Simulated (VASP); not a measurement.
Runs of VASP 6.6.1 on Cu. The structure is that of space group Im-3m (No. 229), or close to it. The cells are those of the table. This isn't the form of Cu at room conditions, which is fcc.

```csv
cell,gap on the mesh (eV),pressure (GPa)
"a = 2.377 Å, angles 109.6, 109.6, 109.3°, 1 atom",none,13.4
"a = 2.504 Å, angles 107.6, 107.6, 113.3°, 1 atom",none,(a)
"a = 2.295 Å, angles 111.1, 111.1, 106.3°, 1 atom",none,46.6
"a = 2.419 Å, angles 108.9, 108.9, 110.7°, 1 atom",none,1.4
"a = 2.336 Å, angles 110.3, 110.3, 107.8°, 1 atom",none,(b)
```

Alike in all rows: task single point; level LDA; potentials or basis VASP PAW LDA potentials, release 64 (Cu); no spin polarisation; k mesh 24 × 24 × 24; cutoff (eV) 520; smearing gaussian 0.15 eV.

Estimate the missing entries.

(a) -13.1; (b) 27.4.

Caveats: the cell stands under pressure (at least some runs); the cell stands under tension (at least some runs).

A gap of «none» marks levels without a gap at the run's occupations.
